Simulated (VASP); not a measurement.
# O2 in VASP: single point with PBEsol

Aim: the single point of O2 with PBEsol.

Everything below comes from runs of VASP 6.6.1. Logs are shortened: lines on timing, memory, paths and dates and some standing lists are left out, and cuts for length are marked.

## Step 1: The cell of the first run

The cell holds a molecule in a box, 2 atoms: a = 9.000 Å, b = 9.500 Å, c = 10.000 Å, α = 90.00°, β = 90.00°, γ = 90.00°.

## Step 2: Single point, PBEsol, collinear spin, ferromagnetic start

Input file INCAR:

```
PREC = Accurate
ENCUT = 520
EDIFF = 1E-6
ISMEAR = -1
SIGMA = 0.02
LREAL = False
LASPH = True
NELM = 150
ALGO = Normal
ISIF = 2
LWAVE = False
LCHARG = True
ISPIN = 2
MAGMOM = 1 1
LORBIT = 11
GGA = PS
LELF = True
LVHAR = True
NBANDS = 17
```

Input file KPOINTS:

```
Automatic mesh
0
Gamma
  1 1 1
```

Input file POSCAR:

```
O
1.0
    9.0000000000      0.0000000000      0.0000000000
    0.0000000000      9.5000000000      0.0000000000
    0.0000000000      0.0000000000     10.0000000000
O
2
Direct
    0.5000000000      0.5000000000      0.4396013893
    0.5000000000      0.5000000000      0.5603986107
```

Potentials or basis: VASP PAW PBE potentials, release 64 (O).

Run with:

```
> cat potpaw_PBE.64/O/POTCAR > POTCAR
> mpirun -np 1 vasp_gam > vasp.out
```

OUTCAR:

```text
PREC = Accurate
   ENCUT = 520
   EDIFF = 1E-6
   ISMEAR = -1
   LREAL = False
   LASPH = True
   NELM = 150
   ISIF = 2
   ISPIN = 2
   LORBIT = 11
   GGA = PS

 ion  position               nearest neighbor table
   1  0.500  0.500  0.440-   2 1.21
   2  0.500  0.500  0.560-   1 1.21

  LATTYP: Found a simple orthorhombic cell.
 ALAT       =     9.0000000000
 B/A-ratio  =     1.0555555556
 C/A-ratio  =     1.1111111111

  Lattice vectors:

 A1 = (   9.0000000000,   0.0000000000,   0.0000000000)
 A2 = (   0.0000000000,   9.5000000000,   0.0000000000)
 A3 = (   0.0000000000,   0.0000000000,  10.0000000000)

Analysis of symmetry for initial positions (statically):
=====================================================================
 Subroutine PRICEL returns:
 Original cell was already a primitive cell.

 Routine SETGRP: Setting up the symmetry group for a
 simple orthorhombic supercell.

 Subroutine GETGRP returns: Found  8 space group operations
 (whereof  8 operations were pure point group operations)
 out of a pool of  8 trial point group operations.

The static configuration has the point symmetry D_2h.

Analysis of symmetry for dynamics (positions and initial velocities):
=====================================================================
 Subroutine PRICEL returns:
 Original cell was already a primitive cell.

 Routine SETGRP: Setting up the symmetry group for a
 simple orthorhombic supercell.

 Subroutine GETGRP returns: Found  8 space group operations
 (whereof  8 operations were pure point group operations)
 out of a pool of  8 trial point group operations.

The dynamic configuration has the point symmetry D_2h.

Analysis of structural, dynamic, and magnetic symmetry:
=====================================================================
 Subroutine PRICEL returns:
 Original cell was already a primitive cell.

 Routine SETGRP: Setting up the symmetry group for a
 simple orthorhombic supercell.

 Subroutine GETGRP returns: Found  8 space group operations
 (whereof  8 operations were pure point group operations)
 out of a pool of  8 trial point group operations.

The overall configuration has the point symmetry D_2h.

 Subroutine INISYM returns: Found  8 space group operations
 (whereof  8 operations are pure point group operations),
 and found     1 'primitive' translations

[... 87 lines left out ...]
   IALGO  =     38    algorithm
   IMIX   =      4    mixing-type and parameters
     AMIX     =   0.40;   BMIX     =  1.00
     AMIX_MAG =   1.60;   BMIX_MAG =  1.00
  volume/ion in A,a.u.               =     427.50      2884.91
  Fermi-wavevector in a.u.,A,eV,Ry     =   0.394893  0.746240  2.121703  0.155941
  Thomas-Fermi vector in A             =   1.339966
   LORBIT       =     11    0 simple, 1 ext, 2 COOP (PROOUT), +10 PAW based schemes
   GGA     = PS    functional components
   LHFCALC =     F    Hartree Fock is set to
   AEXX    =    0.0000 exact exchange contribution
   IVDW    =     0    specifies the selected vdW correction
   LEPSILON=     F    determine dielectric tensor
   LRPA    =     F    only Hartree local field effects (RPA)
 spin polarized calculation
  energy-cutoff  :      520.00
  volume of cell :      855.00
 maximum number of plane-waves:     11510
 NGX is ok and might be reduce to    70
   NGX = 33   NGY = 35   NGZ = 37

 number of electron      12.0000002 magnetization       2.0000000

 Free energy of the ion-electron system (eV)
  ---------------------------------------------------
  ext. energy  EPLUGINS =         0.00000000
  ---------------------------------------------------
  free energy    TOTEN  =       -10.26313201 eV

  energy without entropy =      -10.26313201  energy(sigma->0) =      -10.26313201

 E-fermi :  -6.0082     XC(G=0):  -0.6176

 val. band max:       -6.6075381124   @ k =   0.0000   0.0000   0.0000
 cond. band min:      -4.3439219726   @ k =   0.0000   0.0000   0.0000
 fundamental gap:      2.2636161398
 Fermi energy:        -6.0082315193

 spin component 1

 k-point     1 :       0.0000    0.0000    0.0000
  band No.  band energies     occupation
      1     -32.9081      1.00000
      2     -20.1913      1.00000
      3     -13.3951      1.00000
      4     -13.3951      1.00000
      5     -13.3666      1.00000
      6      -6.6076      1.00000
[... 9 lines left out ...]
     16       2.8072      0.00000
     17       2.8982      0.00000
 Fermi energy:        -6.0082315193

 spin component 2

 k-point     1 :       0.0000    0.0000    0.0000
  band No.  band energies     occupation
      1     -31.6614      1.00000
      2     -18.4112      1.00000
      3     -12.3347      1.00000
      4     -11.5583      1.00000
      5     -11.5583      1.00000
      6      -4.3439      0.00000
[... 9 lines left out ...]
     16       2.9743      0.00000
     17       2.9848      0.00000

------------------------ aborting loop because EDIFF is reached ----------------------------------------

  FORCE on cell =-STRESS in cart. coord.  units (eV):
  Direction    XX          YY          ZZ          XY          YZ          ZX
  --------------------------------------------------------------------------------------
  -------------------------------------------------------------------------------------
  Total       -0.0730976     -0.0728739      1.7999228     -0.0000000      0.0000000      0.0000000
  in kB       -0.1369769     -0.1365577      3.3728603     -0.0000000      0.0000000      0.0000000
  external PRESSURE =       1.0331086 kB  Pullay stress =       0.0000000 kB

 VOLUME and BASIS-vectors are now :
 -----------------------------------------------------------------------------
  energy-cutoff  :      520.00
  volume of cell :      855.00
      direct lattice vectors                 reciprocal lattice vectors
     9.000000000  0.000000000  0.000000000     0.111111111  0.000000000  0.000000000
     0.000000000  9.500000000  0.000000000     0.000000000  0.105263158  0.000000000
     0.000000000  0.000000000 10.000000000     0.000000000  0.000000000  0.100000000

 POSITION                                       TOTAL-FORCE (eV/Angst)
 -----------------------------------------------------------------------------------
      4.50000      4.75000      4.39601         0.000000      0.000000     -1.557235
      4.50000      4.75000      5.60399         0.000000      0.000000      1.557235
 -----------------------------------------------------------------------------------
    total drift:                                0.000000      0.000000      0.000000

  FREE ENERGIE OF THE ION-ELECTRON SYSTEM (eV)
  ---------------------------------------------------
  free  energy   TOTEN  =       -10.2631320096 eV

  energy  without entropy=      -10.2631320096  energy(sigma->0) =      -10.26313201

 total charge

# of ion       s       p       d       tot
------------------------------------------
    1        1.609   3.311   0.000   4.920
    2        1.609   3.311   0.000   4.920
--------------------------------------------------
tot          3.218   6.622   0.000   9.840

 magnetization (x)

# of ion       s       p       d       tot
------------------------------------------
    1        0.009   0.797   0.000   0.805
    2        0.009   0.797   0.000   0.805
--------------------------------------------------
tot          0.018   1.593   0.000   1.611
```

stdout:

```text
POSCAR found type information on POSCAR O
 POSCAR found :  1 types and       2 ions
 scaLAPACK will be used
 -----------------------------------------------------------------------------
|                                                                             |
|                                                                             |
|     You enforced a specific xc type in the INCAR file but a different       |
|     I HOPE YOU KNOW WHAT YOU ARE DOING!                                     |
|                                                                             |
 -----------------------------------------------------------------------------

 LDA part: xc-table for (Slater+PW92), standard interpolation
 POSCAR, INCAR and KPOINTS ok, starting setup
 FFT: planning ... GRIDC
 FFT: planning ... GRID_SOFT
 FFT: planning ... GRID
 WAVECAR not read
 entering main loop
```

Wall time 2.4 min (1 thread of Intel Xeon 8259CL, shared host); peak memory 1 GiB.

What came out:

```yaml
Free_energy: -10.2631 eV
Largest_force: 1.557 eV/Å
Gap_between_the_frontier_levels: 2.26 eV
Net_moment: 2.00 μB per cell
Site_moments: O +0.81 μB
Valence_electrons_inside_the_program's_atomic_spheres: O 4.92
```

Forces in eV/Å, atoms in the order of the input:
```
O    0.000  0.000 -1.557
O    0.000  0.000  1.557
```

Caveat: the standard files for N, O and F lose accuracy on very short bonds; the PAW data sets were made with another functional, which shifts forces and pressure a little.
